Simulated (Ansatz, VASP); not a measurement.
## BeSe4 in VASP and in Ansatz

File INCAR:

```
  PREC = Accurate
  ENCUT = 600
  EDIFF = 1E-6
  ISMEAR = 0
  SIGMA = 0.1
  LREAL = False
  LASPH = True
  NELM = 60
  ALGO = Normal
  ISIF = 3
  LWAVE = False
  LCHARG = False
  GGA = PE
  IBRION = 2
  NSW = 90
  EDIFFG = -0.04
```

Contents of KPOINTS:

```
regular mesh
0
Gamma
  4 4 4
```

Contents of POSCAR:

```
BeSe4
1.0
    4.9429942700      0.0000000000      0.0000000000
    0.0000000000      4.9429942700      0.0000000000
    0.0000000000      0.0000000000      6.0142999200
Be Se
1 4
Direct
    0.5000000000      0.5000000000      0.5000000000
    0.0000000000      0.0000000000      0.5000000000
    0.0000000000      0.5000000000      0.0000000000
    0.5000000000      0.0000000000      0.0000000000
    0.5000000000      0.5000000000      0.0000000000
```

Input for Ansatz:

```yaml
crystal:
  lattice:
    - [4.94299427, 0.0, 0.0]
    - [0.0, 4.94299427, 0.0]
    - [0.0, 0.0, 6.01429992]
  atoms:
    - { symbol: Be, position: [0.5, 0.5, 0.5] }
    - { symbol: Se, position: [0.0, 0.0, 0.5] }
    - { symbol: Se, position: [0.0, 0.5, 0.0] }
    - { symbol: Se, position: [0.5, 0.0, 0.0] }
    - { symbol: Se, position: [0.5, 0.5, 0.0] }
basis:
  ecutwfc: 420
kpoints:
  mp_grid: { grid: [4, 4, 4] }
hamiltonian:
  xc: pbe
scf:
  occupations: { method: gaussian, width: 0.1 }
  lower_state_search: "off"
output:
  forces: true
  stress: true
  eigenvalues: true
relax:
  adjacent_minimum: "off"
  f_tol: 0.04
  max_steps: 70
  cell: { stress_tol: 0.4 }
```

Alike in both runs: task relaxation of cell and atoms; functional PBE; k mesh 4 × 4 × 4; occupations gaussian, width 0.1 eV; no spin polarisation.

|  | VASP | Ansatz |
| --- | --- | --- |
| version | VASP 6.6.1 | Ansatz 0.2.0 |
| potentials or method | VASP PAW PBE potentials, release 64 (Be, Se), cutoff 600 eV | scalar-relativistic, plane waves, PAW |
| valence electrons in the cell | 26 | 66 |

```tsv
	VASP	Ansatz	Ansatz less VASP
gap on the k mesh at the Fermi level, each at its own relaxed structure (eV)	none	none	-
relaxed volume (Å³/atom)	22.74	22.79	+0.050
relaxed cell length with the largest relative difference (Å)	5.215	5.225	+0.0098
```

A gap of «none» marks a metal or a gap that the smearing closes. VASP's potentials hold 26 valence electrons a cell and Ansatz's 66, so a difference there can come from the potentials and not from the codes.

Noted on VASP's run: the volume moved by over 15 % at a fixed basis, so the end points are rough; too few bands were computed for a metal, which touches its energy and stress.
